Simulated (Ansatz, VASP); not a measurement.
# One calculation of Bi, two programs

Contents of INCAR:

```
PREC = Accurate ; ENCUT = 520
EDIFF = 1E-6 ; ISMEAR = -1
SIGMA = 0.1 ; LREAL = F
LASPH = T ; NELM = 80
ALGO = Normal ; ISIF = 2
LWAVE = F ; LCHARG = F
GGA = PE ; NBANDS = 22
```

The input KPOINTS:

```
Automatic mesh
0
Gamma
  12 12 8
```

File POSCAR:

```
Bi
1.0
   -3.0808540294      3.1142395966      1.6433802173
    3.1142395966     -3.0808540294      1.6433802173
    3.0588148752      3.0588148752     -1.5822344898
Bi
2
Direct
    0.0001780374      0.9998219626      1.0000000000
    0.7498219626      0.2501780374      0.5000000000
```

Input for Ansatz:

```yaml
crystal:
  lattice:
    - [-3.0808540294, 3.1142395966, 1.6433802173]
    - [3.1142395966, -3.0808540294, 1.6433802173]
    - [3.0588148752, 3.0588148752, -1.5822344898]
  atoms:
    - { symbol: Bi, position: [0.0001780374, 0.9998219626, 1.0] }
    - { symbol: Bi, position: [0.7498219626, 0.2501780374, 0.5] }
hamiltonian:
  xc: pbe
  pseudopotentials:
    kind: paw
    azcp:
      Bi: "pseudopotentials/Bi.paw.azcp"
basis:
  ecutwfc: 420
  fft_grid_basis: typed
kpoints:
  mp_grid: { grid: [12, 12, 8], shift: [0, 0, 0] }
magnetization:
  spin_polarized: false
scf:
  occupations: { method: fermi_dirac, width: 0.1 }
  lower_state_search: "off"
output:
  stress: true
```

Alike in both runs: task single point; functional PBE; k mesh 12 × 12 × 8; occupations fermi-dirac, width 0.1 eV; no spin polarisation.

```csv
,VASP,Ansatz
version,VASP 6.6.1,Ansatz 0.2.0
potentials or method,"VASP PAW PBE potentials, release 64 (Bi_d), cutoff 520 eV","plane waves (420 eV) with PAW, scalar-relativistic"
valence electrons in the cell,30,30
```

```tsv
	VASP	Ansatz	Ansatz less VASP
pressure (GPa)	4.9	5.0	+0.07
traceless stress, the component that is largest in VASP (GPa)	0.18	0.18	+0.001
```

Neither program's run includes spin-orbit coupling.
